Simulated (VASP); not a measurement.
## SnO: single point with LDA

The system is SnO.

```
Sn O
1.0
     3.59110    0.00000    0.00000
     0.00000    3.59110    0.00000
     0.00000    0.00000    4.84150
Sn O
2 2
Direct
  0.00000 0.50000 0.24575
  0.50000 0.00000 0.75425
  0.00000 0.00000 0.00000
  0.50000 0.50000 0.00000
```

| Quantity | Value |
| --- | --- |
| Program | VASP 6.6.1 |
| Task | single point |
| Functional | LDA |
| Potentials or basis | VASP PAW LDA potentials, release 64 (Sn_d, O) |
| Cutoff | 520 eV |
| k mesh | 10 × 10 × 8 |
| Occupations | gaussian, width 0.15 eV |
| Spin | no spin polarisation |
| Dipole correction | no |
| Further INCAR settings | ALGO = Normal; EDIFF = 1e-06; NBANDS = 28 |

```yaml
Pressure: 8.8 GPa
Largest_force: 0.590 eV/Å
Band_gap_on_the_k_mesh: zero (band 20 reaches 8.97 eV, above the bottom of band 21 at 8.08 eV)
```

Forces in eV/Å, atoms in the order of the input:
```
Sn   0.000  0.000  0.590
Sn   0.000  0.000 -0.590
O    0.000  0.000  0.000
O    0.000  0.000  0.000
```

Stress tensor (GPa, compression positive):
```
12.05  0.00  0.00
 0.00 12.05  0.00
 0.00  0.00  2.25
```

Levels at points of the mesh, in eV from the Fermi level:
| k point | band 16 | band 17 | band 18 | band 19 | band 20 | band 21 | band 22 | band 23 | band 24 | band 25 |
| --- | --- | --- | --- | --- | --- | --- | --- | --- | --- | --- |
| (0.00, 0.00, 0.00) | -7.19 | -4.23 | -3.51 | -3.51 | 0.29 | 2.69 | 4.06 | 4.62 | 4.62 | 5.55 |
| (0.50, 0.00, 0.00) | -6.07 | -5.52 | -5.52 | -3.58 | -3.58 | 3.02 | 3.02 | 6.15 | 6.15 | 6.48 |
| (0.50, 0.50, 0.00) | -6.29 | -2.80 | -2.80 | -2.33 | -2.33 | -0.59 | -0.59 | 3.81 | 3.81 | 7.02 |
| (0.00, 0.00, 0.50) | -4.28 | -3.54 | -3.54 | -3.37 | -3.05 | 2.01 | 2.69 | 2.69 | 4.16 | 7.59 |
| (0.50, 0.00, 0.50) | -6.36 | -5.49 | -5.49 | -2.37 | -2.37 | 2.29 | 2.29 | 5.62 | 5.62 | 7.10 |
| (0.50, 0.50, 0.50) | -6.78 | -3.15 | -3.15 | -2.81 | -2.81 | 1.73 | 1.73 | 3.80 | 3.80 | 5.83 |

It took 100 s on 1 thread of Intel(R) Xeon(R) Platinum 8488C (Sapphire Rapids) (shared host), peak memory 0.25 GiB.

Caveat: spin-orbit coupling is left out, which moves the levels of the heavy elements.
